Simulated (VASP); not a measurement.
# I (P6_3/mmc) in VASP: further runs, part 2 of 2

VASP 6.6.1. The steps go on from the part before.

**6. Single point, LDA**

This run uses another cell than the first one, of 28.02 Å³/atom.

INCAR

```
SYSTEM = I
PREC = Accurate
ENCUT = 520
EDIFF = 1E-6
ISMEAR = -1
SIGMA = 0.08
LREAL = .False.
LASPH = .True.
NELM = 100
ALGO = Normal
ISIF = 2
LWAVE = .False.
LCHARG = .False.
GGA = CA
NBANDS = 14
```

KPOINTS

```
Automatic mesh
0
Gamma
  12 12 7
  0 0 0
```

POSCAR

```
I
1.0
    3.6353461853      0.0000000000      0.0000000000
   -1.8176730927      3.1483021480      0.0000000000
    0.0000000000      0.0000000000      4.8971301746
I
2
Direct
    0.3333333333      0.6666666667      0.2500000000
    0.6666666667      0.3333333333      0.7500000000
```

Potentials or basis: VASP PAW LDA potentials, release 64 (I).

Run with:

```sh
$ cat potpaw_LDA.64/I/POTCAR > POTCAR
$ mpirun -np 1 vasp_std > vasp.out
```

OUTCAR:

```text
SYSTEM = I
   PREC = Accurate
   ENCUT = 520
   EDIFF = 1E-6
   ISMEAR = -1
   LREAL = .False.
   LASPH = .True.
   NELM = 100
   ISIF = 2
   GGA = CA

 ion  position               nearest neighbor table
   1  0.333  0.667  0.250-   2 3.23   2 3.23   2 3.23   2 3.23   2 3.23   2 3.23
   2  0.667  0.333  0.750-   1 3.23   1 3.23   1 3.23   1 3.23   1 3.23   1 3.23

  LATTYP: Found a hexagonal cell.
 ALAT       =     3.6353461853
 C/A-ratio  =     1.3470877119

  Lattice vectors:

 A1 = (   3.6353461853,   0.0000000000,   0.0000000000)
 A2 = (  -1.8176730927,   3.1483021480,   0.0000000000)
 A3 = (   0.0000000000,   0.0000000000,   4.8971301746)

Analysis of symmetry for initial positions (statically):
=====================================================================
 Subroutine PRICEL returns:
 Original cell was already a primitive cell.

 Routine SETGRP: Setting up the symmetry group for a
 hexagonal supercell.

 Subroutine GETGRP returns: Found 24 space group operations
 (whereof 12 operations were pure point group operations)
 out of a pool of 24 trial point group operations.

The static configuration has the point symmetry D_3d.
 The point group associated with its full space group is D_6h.

Analysis of symmetry for dynamics (positions and initial velocities):
=====================================================================
 Subroutine PRICEL returns:
 Original cell was already a primitive cell.

 Routine SETGRP: Setting up the symmetry group for a
 hexagonal supercell.

 Subroutine GETGRP returns: Found 24 space group operations
 (whereof 12 operations were pure point group operations)
 out of a pool of 24 trial point group operations.

The dynamic configuration has the point symmetry D_3d.
 The point group associated with its full space group is D_6h.

 Subroutine INISYM returns: Found 24 space group operations
 (whereof 12 operations are pure point group operations),
[... 118 lines left out ...]
  Fermi-wavevector in a.u.,A,eV,Ry     =   1.031010  1.948326 14.462744  1.062982
  Thomas-Fermi vector in A             =   2.165137
   LORBIT       =      0    0 simple, 1 ext, 2 COOP (PROOUT), +10 PAW based schemes
   GGA     = CA    functional components
   LHFCALC =     F    Hartree Fock is set to
   AEXX    =    0.0000 exact exchange contribution
   IVDW    =     0    specifies the selected vdW correction
   LEPSILON=     F    determine dielectric tensor
   LRPA    =     F    only Hartree local field effects (RPA)
 non-spin polarized calculation
  energy-cutoff  :      520.00
  volume of cell :       56.05
 maximum number of plane-waves:      1524
 NGX is ok and might be reduce to    28
   NGX = 13   NGY = 13   NGZ = 19

 number of electron      14.0000000 magnetization

 Free energy of the ion-electron system (eV)
  ---------------------------------------------------
  ext. energy  EPLUGINS =         0.00000000
  ---------------------------------------------------
  free energy    TOTEN  =        -3.31036909 eV

  energy without entropy =       -3.26918401  energy(sigma->0) =       -3.28977655

 E-fermi :   7.8030     XC(G=0): -10.3240

 val. band max:        7.7971405526   @ k =   0.1667   0.1667   0.0000
 cond. band min:       7.8063812860   @ k =   0.3333   0.0833   0.1429
 fundamental gap:      0.0092407334
 Fermi energy:         7.8029541869

 k-point     1 :       0.0000    0.0000    0.0000
  band No.  band energies     occupation
      1      -7.7441      2.00000
      2      -4.0968      2.00000
      3       1.3168      2.00000
      4       6.4222      2.00000
      5       6.4222      2.00000
      6       8.3107      0.00350
      7       8.3107      0.00350
      8      10.0048      0.00000
      9      12.0540      0.00000
     10      14.7163      0.00000
     11      16.0674      0.00000
     12      16.0674      0.00000
     13      17.6902      0.00000
     14      17.6902      0.00000
[... 377 lines left out ...]
      1      -6.4846      2.00000
      2      -4.3157      2.00000
      3       2.1158      2.00000
      4       3.8855      2.00000
      5       4.7225      2.00000
      6       5.1018      2.00000
      7       7.6951      1.58776
      8       8.0979      0.04889
      9      11.8905      0.00000
     10      14.1300      0.00000
     11      16.2277      0.00000
     12      16.9441      0.00000
     13      17.9050      0.00000
     14      19.1032      0.00000

 [... further k-points ...]
[... 5 lines left out ...]
  --------------------------------------------------------------------------------------
  -------------------------------------------------------------------------------------
  Total        2.6719519      2.6719519      2.6861347     -0.0000000      0.0000000      0.0000000
  in kB       76.3792514     76.3792514     76.7846740     -0.0000000      0.0000000      0.0000000
  external PRESSURE =      76.5143922 kB  Pullay stress =       0.0000000 kB

 VOLUME and BASIS-vectors are now :
 -----------------------------------------------------------------------------
  energy-cutoff  :      520.00
  volume of cell :       56.05
      direct lattice vectors                 reciprocal lattice vectors
     3.635346185  0.000000000  0.000000000     0.275076966  0.158815761  0.000000000
    -1.817673093  3.148302148  0.000000000     0.000000000  0.317631521  0.000000000
     0.000000000  0.000000000  4.897130175     0.000000000  0.000000000  0.204201229

 POSITION                                       TOTAL-FORCE (eV/Angst)
 -----------------------------------------------------------------------------------
     -0.00000      2.09887      1.22428        -0.000000      0.000000      0.000000
      1.81767      1.04943      3.67285         0.000000     -0.000000      0.000000
 -----------------------------------------------------------------------------------
    total drift:                               -0.000000      0.000000      0.000000

  FREE ENERGIE OF THE ION-ELECTRON SYSTEM (eV)
  ---------------------------------------------------
  free  energy   TOTEN  =        -3.3103690931 eV

  energy  without entropy=       -3.2691840139  energy(sigma->0) =       -3.28977655
```

Run time: 18 s. Hardware: 1 thread of Intel Xeon 6975P-C (Granite Rapids), shared host; peak memory 0.17 GiB.

What came out:

| Item | Value |
| --- | --- |
| Free energy | -3.3104 eV |
| Pressure | 7.7 GPa |
| Band gap on the k mesh | zero (bands 7 and 8 overlap by 2.59 eV) |

Caveat: the cell stands under pressure; spin-orbit coupling is left out, which moves the levels of the heavy elements.

**7. Overview**

```csv
cell,gap on the mesh (eV),pressure (GPa)
"a = 3.110, b = 3.110, c = 5.417 Å, angles 90.0, 90.0, 120.0°, 2 atoms",none,27.1
"a = 3.445, b = 3.445, c = 4.934 Å, angles 90.0, 90.0, 120.0°, 2 atoms",none,15.1
"a = 3.635, b = 3.635, c = 4.897 Å, angles 90.0, 90.0, 120.0°, 2 atoms",none,7.7
```

Alike in all rows: task single point; level LDA; potentials or basis VASP PAW LDA potentials, release 64 (I); no spin polarisation; k mesh 12 × 12 × 7; cutoff (eV) 520; smearing fermi-dirac 0.08 eV.

Caveats: the cell stands under pressure; spin-orbit coupling is left out, which moves the levels of the heavy elements.

Absolute energies hang on the potentials; compare differences alone.
